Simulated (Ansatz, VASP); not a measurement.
This is a calculation of Cd for Ansatz 0.2.0.

File input.yaml:

```yaml
crystal:
  lattice:
    - [-1.813969, 1.81561, 1.821224]
    - [1.800905, -1.813046, 1.805596]
    - [1.733067, 1.732143, -1.81866]
  atoms:
    - { symbol: Cd, position: [-0.003006, -0.015037, 0.015112] }
kpoints:
  mp_grid: { grid: [10, 10, 10] }
scf:
  occupations: { method: fermi_dirac, width: 0.05 }
hamiltonian:
  xc: pbe
  pseudopotentials: { kind: all_electron, lapw: { basis_error: 0.001 } }
output:
  forces: true
  stress: true
  eigenvalues: true
  populations: true
```

Potentials or basis: all-electron LAPW, scalar-relativistic.

Command:

```console
$ ansatz run input.yaml --threads 1 --pin off --max-ram 2560MiB --backend cpu --events-out ev --progress --plain --runs-dir out
```

Set up the same calculation for VASP 6.6.1. Potentials there: VASP PAW PBE potentials, release 64 (Cd).

As run (the cutoff follows the program's own potentials):

Contents of INCAR:

```
PREC = Accurate
ENCUT = 520
EDIFF = 1E-6
ISMEAR = -1
SIGMA = 0.05
LREAL = F
LASPH = T
NELM = 100
ALGO = Normal
ISIF = 2
LWAVE = F
LCHARG = T
GGA = PE
LELF = T
LVHAR = T
NBANDS = 12
```

KPOINTS

```
regular mesh
0
Gamma
  10 10 10
```

Contents of POSCAR:

```
Cd
1.0
   -1.8139690000      1.8156100000      1.8212240000
    1.8009050000     -1.8130460000      1.8055960000
    1.7330670000      1.7321430000     -1.8186600000
Cd
1
Direct
   -0.0030060000     -0.0150370000      0.0151120000
```

Potentials or basis: VASP PAW PBE potentials, release 64 (Cd).

Command:

```sh
$ cat potpaw_PBE.64/Cd/POTCAR > POTCAR
$ mpirun -np 1 vasp_std > vasp.out
```

Both were run:

|  | VASP | Ansatz | Ansatz less VASP |
| --- | --- | --- | --- |
| gap on the k mesh at the Fermi level (eV) | none | none | - |
| pressure (GPa) | 1.4 | 1.2 | -0.23 |
| traceless stress, the component that is largest in VASP (GPa) | 0.26 | 0.23 | -0.032 |

A gap of «none» marks a metal or a gap that the smearing closes. Ansatz ran all-electron here, and VASP with PAW potentials.
